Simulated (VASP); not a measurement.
# As2Pt (Pa-3) in VASP: further runs, part 2 of 2

VASP 6.6.1.

### 3 Single point, LDA

Contents of INCAR:

```
PREC = Accurate ; ENCUT = 500
EDIFF = 1E-6 ; ISMEAR = 0
SIGMA = 0.01 ; LREAL = False
LASPH = True ; NELM = 120
ALGO = Normal ; ISIF = 2
LWAVE = False ; LCHARG = False
GGA = CA ; NBANDS = 52
GGA_COMPAT = False
```

Contents of KPOINTS:

```
Automatic mesh
0
Gamma
  4 4 4
```

Contents of POSCAR:

```
As2Pt
1.0
    6.0093797585      0.0000000000      0.0000000000
    0.0000000000      6.0093797585      0.0000000000
    0.0000000000      0.0000000000      6.0093797585
As Pt
8 4
Direct
    0.3840512993      0.3840512993      0.3840512993
    0.1159487007      0.6159487007      0.8840512993
    0.8840512993      0.1159487007      0.6159487007
    0.6159487007      0.8840512993      0.1159487007
    0.6159487007      0.6159487007      0.6159487007
    0.8840512993      0.3840512993      0.1159487007
    0.1159487007      0.8840512993      0.3840512993
    0.3840512993      0.1159487007      0.8840512993
    0.0000000000      0.0000000000      0.0000000000
    0.5000000000      0.0000000000      0.5000000000
    0.5000000000      0.5000000000      0.0000000000
    0.0000000000      0.5000000000      0.5000000000
```

Potentials or basis: VASP PAW LDA potentials, release 64 (As, Pt).

Started as:

```sh
> cat potpaw_LDA.64/As/POTCAR potpaw_LDA.64/Pt/POTCAR > POTCAR
> mpirun -np 1 vasp_std > vasp.out
```

OUTCAR:

```text
PREC = Accurate
   ENCUT = 500
   EDIFF = 1E-6
   ISMEAR = 0
   LREAL = False
   LASPH = True
   NELM = 120
   ISIF = 2
   GGA = CA

 ion  position               nearest neighbor table
   1  0.384  0.384  0.384-   5 2.41  10 2.51  12 2.51  11 2.51
   2  0.116  0.616  0.884-   6 2.41   9 2.51  11 2.51  12 2.51
   3  0.884  0.116  0.616-   7 2.41  10 2.51  12 2.51   9 2.51
   4  0.616  0.884  0.116-   8 2.41   9 2.51  11 2.51  10 2.51
   5  0.616  0.616  0.616-   1 2.41  10 2.51  12 2.51  11 2.51
   6  0.884  0.384  0.116-   2 2.41   9 2.51  11 2.51  12 2.51
   7  0.116  0.884  0.384-   3 2.41  10 2.51  12 2.51   9 2.51
   8  0.384  0.116  0.884-   4 2.41   9 2.51  11 2.51  10 2.51
   9  0.000  0.000  0.000-   2 2.51   4 2.51   6 2.51   8 2.51   7 2.51   3 2.51
  10  0.500  0.000  0.500-   1 2.51   3 2.51   5 2.51   7 2.51   4 2.51   8 2.51
  11  0.500  0.500  0.000-   2 2.51   4 2.51   6 2.51   8 2.51   1 2.51   5 2.51
  12  0.000  0.500  0.500-   1 2.51   3 2.51   5 2.51   7 2.51   6 2.51   2 2.51

  LATTYP: Found a simple cubic cell.
[... 204 lines left out ...]
      5      -2.7111      2.00000
      6      -2.7111      2.00000
[... 594 lines left out ...]
     51      11.2566      0.00000
     52      11.2566      0.00000

------------------------ aborting loop because EDIFF is reached ----------------------------------------

  FORCE on cell =-STRESS in cart. coord.  units (eV):
  Direction    XX          YY          ZZ          XY          YZ          ZX
  --------------------------------------------------------------------------------------
  -------------------------------------------------------------------------------------
  Total       -6.0010399     -6.0010399     -6.0010399     -0.0000000     -0.0000000      0.0000000
  in kB      -44.3045311    -44.3045311    -44.3045311     -0.0000000     -0.0000000      0.0000000
  external PRESSURE =     -44.3045311 kB  Pullay stress =       0.0000000 kB

 VOLUME and BASIS-vectors are now :
 -----------------------------------------------------------------------------
  energy-cutoff  :      500.00
  volume of cell :      217.01
      direct lattice vectors                 reciprocal lattice vectors
     6.009379758  0.000000000  0.000000000     0.166406524  0.000000000  0.000000000
     0.000000000  6.009379758  0.000000000     0.000000000  0.166406524  0.000000000
     0.000000000  0.000000000  6.009379758     0.000000000  0.000000000  0.166406524

 POSITION                                       TOTAL-FORCE (eV/Angst)
 -----------------------------------------------------------------------------------
      2.30791      2.30791      2.30791        -0.095736     -0.095736     -0.095736
      0.69678      3.70147      5.31260         0.095736      0.095736     -0.095736
      5.31260      0.69678      3.70147        -0.095736      0.095736      0.095736
      3.70147      5.31260      0.69678         0.095736     -0.095736      0.095736
      3.70147      3.70147      3.70147         0.095736      0.095736      0.095736
      5.31260      2.30791      0.69678        -0.095736     -0.095736      0.095736
      0.69678      5.31260      2.30791         0.095736     -0.095736     -0.095736
      2.30791      0.69678      5.31260        -0.095736      0.095736     -0.095736
      0.00000      0.00000      0.00000        -0.000000      0.000000      0.000000
      3.00469      0.00000      3.00469        -0.000000      0.000000      0.000000
      3.00469      3.00469      0.00000        -0.000000      0.000000      0.000000
      0.00000      3.00469      3.00469        -0.000000      0.000000      0.000000
 -----------------------------------------------------------------------------------
    total drift:                                0.000000      0.000000     -0.000000

  FREE ENERGIE OF THE ION-ELECTRON SYSTEM (eV)
  ---------------------------------------------------
  free  energy   TOTEN  =       -79.8606592884 eV

  energy  without entropy=      -79.8606592884  energy(sigma->0) =      -79.86065929
```

Wall time 81 s (1 thread of Intel Xeon Platinum 8559C (Emerald Rapids), shared host); peak memory 0.3 GiB.

What came out:

| Quantity | Value |
| --- | --- |
| Free energy | -79.8607 eV |
| Pressure | -4.4 GPa |
| Largest force | 0.166 eV/Å |
| Band gap on the k mesh | 0.39 eV (least direct gap 0.86 eV) |

Forces in eV/Å, atoms in the order of the input:
```
As  -0.096 -0.096 -0.096
As   0.096  0.096 -0.096
As  -0.096  0.096  0.096
As   0.096 -0.096  0.096
As   0.096  0.096  0.096
As  -0.096 -0.096  0.096
As   0.096 -0.096 -0.096
As  -0.096  0.096 -0.096
Pt   0.000  0.000  0.000
Pt   0.000  0.000  0.000
Pt   0.000  0.000  0.000
Pt   0.000  0.000  0.000
```

Levels at points of the mesh, in eV from the valence-band top:
```
           k point  band 36  band 37  band 38  band 39  band 40  band 41  band 42  band 43  band 44  band 45
(0.00, 0.00, 0.00)    -2.25    -2.25    -0.77    -0.77    -0.77     0.85     0.85     0.85     1.92     4.19
(0.50, 0.00, 0.00)    -1.68    -0.98    -0.98    -0.62    -0.62     1.70     1.70     1.81     1.81     2.86
(0.50, 0.50, 0.00)    -1.77    -0.32    -0.32    -0.32    -0.32     2.09     2.09     2.09     2.09     2.39
(0.50, 0.50, 0.50)    -0.81    -0.47    -0.47    -0.47    -0.47     0.39     0.39     0.39     0.39     3.07
```

Caveat: the cell stands under tension; spin-orbit coupling is left out, which moves the levels of the heavy elements.

### 4 Single point, PBE

This run uses another cell than the first one, of 18.52 Å³/atom.

Contents of INCAR:

```
SYSTEM = As2Pt
PREC = Accurate
ENCUT = 500
EDIFF = 1E-6
ISMEAR = -1
SIGMA = 0.02
LREAL = .FALSE.
LASPH = .TRUE.
NELM = 120
ALGO = Normal
ISIF = 2
LWAVE = .FALSE.
LCHARG = .FALSE.
GGA = PE
NBANDS = 52
GGA_COMPAT = .FALSE.
```

Contents of KPOINTS:

```
Automatic mesh
0
G
  4 4 4
  0 0 0
```

Contents of POSCAR:

```
As2Pt
1.0
    6.0575650882      0.0000000000      0.0000000000
    0.0000000000      6.0575650882      0.0000000000
    0.0000000000      0.0000000000      6.0575650882
As Pt
8 4
Direct
    0.3835127503      0.3835127503      0.3835127503
    0.1164872497      0.6164872497      0.8835127503
    0.8835127503      0.1164872497      0.6164872497
    0.6164872497      0.8835127503      0.1164872497
    0.6164872497      0.6164872497      0.6164872497
    0.8835127503      0.3835127503      0.1164872497
    0.1164872497      0.8835127503      0.3835127503
    0.3835127503      0.1164872497      0.8835127503
    0.0000000000      0.0000000000      0.0000000000
    0.5000000000      0.0000000000      0.5000000000
    0.5000000000      0.5000000000      0.0000000000
    0.0000000000      0.5000000000      0.5000000000
```

Potentials or basis: VASP PAW PBE potentials, release 64 (As, Pt).

Started as:

```sh
> cat potpaw_PBE.64/As/POTCAR potpaw_PBE.64/Pt/POTCAR > POTCAR
> mpirun -np 1 vasp_std > vasp.out
```

It took 1.7 min on 1 thread of Intel Xeon Platinum 8559C (Emerald Rapids), shared host; peak memory 0.35 GiB.

It converged, with:

- Free energy: -68.0225 eV
- Pressure: 0.0 GPa
- Largest force: 0.033 eV/Å
- Band gap on the k mesh: 0.33 eV (least direct gap 0.78 eV)

Forces in eV/Å, atoms in the order of the input:
```
As  -0.019 -0.019 -0.019
As   0.019  0.019 -0.019
As  -0.019  0.019  0.019
As   0.019 -0.019  0.019
As   0.019  0.019  0.019
As  -0.019 -0.019  0.019
As   0.019 -0.019 -0.019
As  -0.019  0.019 -0.019
Pt   0.000  0.000  0.000
Pt   0.000  0.000  0.000
Pt   0.000  0.000  0.000
Pt   0.000  0.000  0.000
```

Levels at points of the mesh, in eV from the valence-band top:
| k point | band 36 | band 37 | band 38 | band 39 | band 40 | band 41 | band 42 | band 43 | band 44 | band 45 |
| --- | --- | --- | --- | --- | --- | --- | --- | --- | --- | --- |
| (0.00, 0.00, 0.00) | -2.20 | -2.20 | -0.72 | -0.72 | -0.72 | 0.79 | 0.79 | 0.79 | 1.93 | 4.09 |
| (0.50, 0.00, 0.00) | -1.63 | -0.98 | -0.98 | -0.62 | -0.62 | 1.65 | 1.65 | 1.78 | 1.78 | 2.81 |
| (0.50, 0.50, 0.00) | -1.74 | -0.33 | -0.33 | -0.33 | -0.33 | 2.04 | 2.04 | 2.04 | 2.04 | 2.35 |
| (0.50, 0.50, 0.50) | -0.81 | -0.46 | -0.46 | -0.46 | -0.46 | 0.33 | 0.33 | 0.33 | 0.33 | 3.04 |

Caveat: spin-orbit coupling is left out, which moves the levels of the heavy elements.

### 5 Summary

| level | potentials or basis | cell | smearing | gap on the mesh (eV) | pressure (GPa) | largest force (eV/Å) |
| --- | --- | --- | --- | --- | --- | --- |
| PBE | VASP PAW PBE potentials, release 64 (As, Pt) | a = 6.009 Å, 12 atoms | fermi-dirac 0.02 eV | 0.44 | 3.6 | 0.19 |
| LDA | VASP PAW LDA potentials, release 64 (As, Pt) | a = 6.009 Å, 12 atoms | gaussian 0.01 eV | 0.39 | -4.4 | 0.17 |
| PBE | VASP PAW PBE potentials, release 64 (As, Pt) | a = 6.058 Å, 12 atoms | fermi-dirac 0.02 eV | 0.33 | 0.0 | 0.03 |

Alike in all rows: task single point; no spin polarisation; k mesh 4 × 4 × 4; cutoff (eV) 500.

Caveats: spin-orbit coupling is left out, which moves the levels of the heavy elements; the cell stands under pressure (at least some runs); the cell stands under tension (at least some runs).

Absolute energies hang on the potentials; compare differences alone.
